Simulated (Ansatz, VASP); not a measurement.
## Two plane-wave programs on Cu

```
CELL_PARAMETERS angstrom
2.53084 0.00000 0.00000
-1.26542 2.19177 0.00000
0.00000 0.00000 4.13039
ATOMIC_POSITIONS crystal
Cu 0.33333 0.66667 0.25000
Cu 0.66667 0.33333 0.75000
```

Alike in both runs: functional r2SCAN; k mesh 18 × 18 × 10; occupations gaussian, width 0.1 eV; no spin polarisation.

Ansatz relaxed the structure, and its values are those at the end. VASP's run is a single point on that final structure, the one shown.

|  | VASP | Ansatz |
| --- | --- | --- |
| version | VASP 6.6.1 | Ansatz 0.2.0 |
| potentials or method | VASP PAW PBE potentials, release 64 (Cu), cutoff 520 eV | scalar-relativistic, plane waves, PAW |
| valence electrons in the cell | 22 | 38 |

Ansatz gave:

* gap on the k mesh at the Fermi level (eV): none
* pressure (GPa): 0.0

Problem. Estimate VASP's values.

Solution. gap on the k mesh at the Fermi level (eV): none; pressure (GPa): 0.7.

VASP's potentials were made for PBE, not for r2SCAN. A gap of «none» marks a metal or a gap that the smearing closes. VASP's potentials hold 22 valence electrons a cell and Ansatz's 38, so a difference there can come from the potentials and not from the codes.
